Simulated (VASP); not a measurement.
Input of a VASP 6.6.1 run:

The input INCAR:

```
PREC = Accurate
ENCUT = 520
EDIFF = 1E-7
ISMEAR = -1
SIGMA = 0.1
LREAL = False
LASPH = True
NELM = 60
ALGO = Normal
ISIF = 2
LWAVE = False
LCHARG = False
GGA = PS
NBANDS = 21
```

KPOINTS

```
Automatic mesh
0
Gamma
  12 12 12
```

File POSCAR:

```
Sn
1.0
    0.0000000000      3.2703694457      3.2703694457
    3.2703694457      0.0000000000      3.2703694457
    3.2703694457      3.2703694457      0.0000000000
Sn
2
Direct
    0.0000000000      0.0000000000      0.0000000000
    0.2500000000      0.2500000000      0.2500000000
```

Potentials or basis: VASP PAW PBE potentials, release 64 (Sn_d).

Command:

```console
$ cat potpaw_PBE.64/Sn_d/POTCAR > POTCAR
$ mpirun -np 1 vasp_std > vasp.out
```

Problem. Estimate the band gap on the k mesh.

Solution. Zero (bands 14 and 15 overlap by 0.19 eV).

Problem. Predict the pressure.

Solution. -0.1 GPa.

Caveat: the PAW data sets were made with another functional, which shifts forces and pressure a little; spin-orbit coupling is left out, which moves the levels of the heavy elements.
